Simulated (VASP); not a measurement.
Set up this calculation in VASP 6.6.1, as the native input.

| Item | Value |
| --- | --- |
| Task | relaxation of cell and atoms |
| Functional | PBEsol |
| Potentials or basis | VASP PAW PBE potentials, release 64 (Ga_d, N) |
| Cutoff | 600 eV |
| k mesh | 7 × 7 × 7 |
| Occupations | gaussian, width 0.01 eV |
| Spin | no spin polarisation |
| Dipole correction | no |
| Further INCAR settings | ALGO = Normal; EDIFF = 1e-06; IBRION = 2; EDIFFG = -0.03; NSW = 80; ISIF = 3 |

The structure of GaN lies in POSCAR:

```
GaN
1.0
    0.0000000000      2.2535000000      2.2535000000
    2.2535000000      0.0000000000      2.2535000000
    2.2535000000      2.2535000000      0.0000000000
Ga N
1 1
Direct
    0.0000000000      0.0000000000      0.0000000000
    0.7500000000      0.7500000000      0.7500000000
```

These files were run (other wordings do the same):

INCAR

```
  ALGO = Normal
  EDIFF = 1E-6
  EDIFFG = -0.03
  ENCUT = 600
  GGA = PS
  IBRION = 2
  ISIF = 3
  ISMEAR = 0
  LASPH = True
  LCHARG = False
  LREAL = False
  LWAVE = False
  NELM = 80
  NSW = 80
  PREC = Accurate
  SIGMA = 0.01
```

KPOINTS

```
k-points
0
Gamma
  7 7 7
```

Potentials or basis: VASP PAW PBE potentials, release 64 (Ga_d, N).

Command:

```console
$ cat potpaw_PBE.64/Ga_d/POTCAR potpaw_PBE.64/N/POTCAR > POTCAR
$ mpirun -np 1 vasp_std > vasp.out
```

It gave:

- Relaxed volume: 11.35 Å³/atom
- Relaxed cell: a = 3.178 Å, b = 3.178 Å, c = 3.178 Å, α = 60.00°, β = 60.00°, γ = 60.00°
- Space group after relaxing (to 0.05 Å): F-43m (No. 216)
- Energy gained by relaxing: 0.4 meV/atom
- Ionic steps: 3
- Pressure after relaxing: -0.1 GPa
- Band gap on the k mesh: 1.74 eV, direct

Caveat: the PAW data sets were made with another functional, which shifts forces and pressure a little.

It took 29 s on 1 thread of Intel(R) Xeon(R) Platinum 8259CL CPU @ 2.50GHz (Skylake/Cascade Lake), on a shared host, peak memory 0.17 GiB.
